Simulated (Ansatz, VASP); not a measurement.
TiO2 in VASP and in Ansatz

File POSCAR:

```
TiO2
1.0
    4.5508849591      0.0000000000      0.0000000000
    0.0000000000      4.5508849591      0.0000000000
    0.0000000000      0.0000000000      2.9734753986
Ti O
2 4
Direct
    0.0000000000      0.0000000000      0.0000000000
    0.5000000000      0.5000000000      0.5000000000
    0.3042491323      0.3042491323      0.0000000000
    0.1957508677      0.8042491323      0.5000000000
    0.8042491323      0.1957508677      0.5000000000
    0.6957508677      0.6957508677      0.0000000000
```

Contents of INCAR.step1:

```
PREC     = Accurate       # precision mode
ENCUT    = 520            # plane-wave cutoff, eV
ISMEAR   = 0              # smearing method
SIGMA    = 0.01           # smearing width, eV
LREAL    = False          # projectors in reciprocal space
LASPH    = True           # aspherical terms in the spheres
NELM     = 80             # most SCF steps
NBANDS   = 33             # bands
GGA      = PE             # functional
ALGO     = Normal         # electronic algorithm
EDIFF    = 1E-4           # SCF threshold, eV
LWAVE    = True           # write WAVECAR
LCHARG   = False          # write CHGCAR
```

INCAR.step2

```
PREC     = Accurate       # precision mode
ENCUT    = 520            # plane-wave cutoff, eV
EDIFF    = 1E-6           # SCF threshold, eV
ISMEAR   = 0              # smearing method
SIGMA    = 0.01           # smearing width, eV
LREAL    = False          # projectors in reciprocal space
LASPH    = True           # aspherical terms in the spheres
NELM     = 80             # most SCF steps
ALGO     = Normal         # electronic algorithm
ISIF     = 2              # what is computed and relaxed
LWAVE    = False          # write WAVECAR
LCHARG   = True           # write CHGCAR
METAGGA  = R2SCAN         # meta-GGA
LMIXTAU  = True         
LELF     = True           # ELF
LVHAR    = True         
NBANDS   = 33             # bands
ISTART   = 1
```

File KPOINTS:

```
regular mesh
0
Gamma
  6 6 8
```

Input for Ansatz:

```yaml
crystal:
  lattice:
    - [4.5508849591, 0.0, 0.0]
    - [0.0, 4.5508849591, 0.0]
    - [0.0, 0.0, 2.9734753986]
  atoms:
    - { symbol: Ti, position: [0.0, 0.0, 0.0] }
    - { symbol: Ti, position: [0.5, 0.5, 0.5] }
    - { symbol: O, position: [0.3042491323, 0.3042491323, 0.0] }
    - { symbol: O, position: [0.1957508677, 0.8042491323, 0.5] }
    - { symbol: O, position: [0.8042491323, 0.1957508677, 0.5] }
    - { symbol: O, position: [0.6957508677, 0.6957508677, 0.0] }
kpoints:
  mp_grid: { grid: [6, 6, 8] }
  band_path:
    path:
      - [0.0, 0.0, 0.0]
      - [0.0, 0.5, 0.0]
      - [0.5, 0.5, 0.0]
      - [0.0, 0.0, 0.5]
      - [0.0, 0.5, 0.5]
      - [0.5, 0.5, 0.5]
    npoints: 1
hamiltonian:
  xc: r2scan
scf:
  occupations: { method: fixed }
  n_extra_bands: 5
output:
  forces: true
  stress: true
  eigenvalues: true
```

Change from the starting cell: epitaxial_xy strain -1.0%.

Alike in both runs: task single point; functional r2SCAN; k mesh 6 × 6 × 8; no spin polarisation.

|  | VASP | Ansatz |
| --- | --- | --- |
| version | VASP 6.6.1 | Ansatz 0.2.0 |
| potentials or method | VASP PAW PBE potentials, release 64 (Ti_sv, O) | plane waves, PAW |
| plane-wave cutoff (eV) | 520 | 500 |
| occupations | gaussian, width 0.01 eV | fixed |
| valence electrons in the cell | 48 | 48 |

|  | VASP | Ansatz | Ansatz less VASP |
| --- | --- | --- | --- |
| gap on the k mesh at the Fermi level (eV) | 2.23 | 2.22 | -0.008 |
| pressure (GPa) | 4.0 | 2.6 | -1.31 |
| traceless stress, the component that is largest in VASP (GPa) | -2.22 | -2.65 | -0.430 |
| rms of the force components (eV/Å) | 0.012 | 0.000 | -0.0115 |

VASP's potentials were made for PBE, not for r2SCAN. Atom by atom the forces differ by 0.011 eV/Å (rms over components).
